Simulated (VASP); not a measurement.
Runs of VASP 6.6.1 on WS2. The structure is that of space group P6_3/mmc (No. 194), or close to it. The cells are those of the table. 

```tsv
cell	gap on the mesh (eV)	pressure (GPa)	largest force (eV/Å)
a = 3.280, b = 3.280, c = 13.111 Å, angles 90.0, 90.0, 120.0°, 6 atoms	1.09	-18.9	2.53
a = 3.407, b = 3.407, c = 12.626 Å, angles 90.0, 90.0, 120.0°, 6 atoms	(c)	(a)	2.17
a = 3.280, b = 3.280, c = 12.626 Å, angles 90.0, 90.0, 120.0°, 6 atoms	1.00	(b)	1.72
a = 3.407, b = 3.407, c = 12.140 Å, angles 90.0, 90.0, 120.0°, 6 atoms	0.46	-17.8	1.35
```

Alike in all rows: task single point; level PBE+D3(BJ); potentials or basis VASP PAW PBE potentials, release 64 (W_sv, S); no spin polarisation; k mesh 12 × 12 × 4; cutoff (eV) 520; smearing gaussian 0.05 eV.

**Question.** Estimate the missing entries.

**Answer.** (a) -21.0; (b) -15.4; (c) 0.81.

Caveats: spin-orbit coupling is left out, which moves the levels of the heavy elements; forces of over 1 eV/Å act on the atoms, so gaps and moduli don't describe the material at rest; the cell stands under tension (at least some runs); the stress differs along the axes, from -24 to -16 GPa (at least some runs); the stress differs along the axes, from -21 to -11 GPa (at least some runs).

A k mesh can miss the band edges, and the runs leave out spin-orbit coupling on W.
